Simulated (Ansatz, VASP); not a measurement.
**One calculation of InSb, two programs**

```
In Sb
1.0
     3.01878    0.00000    0.00000
     0.00000    3.01878    0.00000
     0.00000    0.00000    6.52507
In Sb
1 1
Direct
  0.00000 0.00000 0.00000
  0.00000 0.00000 0.50000
```

Change from the starting cell: mode 4 frozen in at +0.000 Å, strain +e along z and -e/2 along x and y +0.0467.

Alike in both runs: task single point; functional PBE; k mesh 14 × 14 × 8; occupations gaussian, width 0.15 eV; no spin polarisation.

|  | VASP | Ansatz |
| --- | --- | --- |
| version | VASP 6.6.1 | Ansatz 0.2.0 |
| potentials or method | VASP PAW PBE potentials, release 64 (In_d, Sb), cutoff 500 eV | scalar-relativistic, plane waves, PAW |
| valence electrons in the cell | 18 | 28 |

|  | VASP | Ansatz | Ansatz less VASP |
| --- | --- | --- | --- |
| gap on the k mesh at the Fermi level (eV) | none | none | - |
| pressure (GPa) | 0.7 | 0.7 | +0.02 |
| traceless stress, the component that is largest in VASP (GPa) | -3.81 | -3.80 | +0.006 |

A gap of «none» marks a metal or a gap that the smearing closes. VASP's potentials hold 18 valence electrons a cell and Ansatz's 28, so a difference there can come from the potentials and not from the codes.

Neither program's run includes spin-orbit coupling.
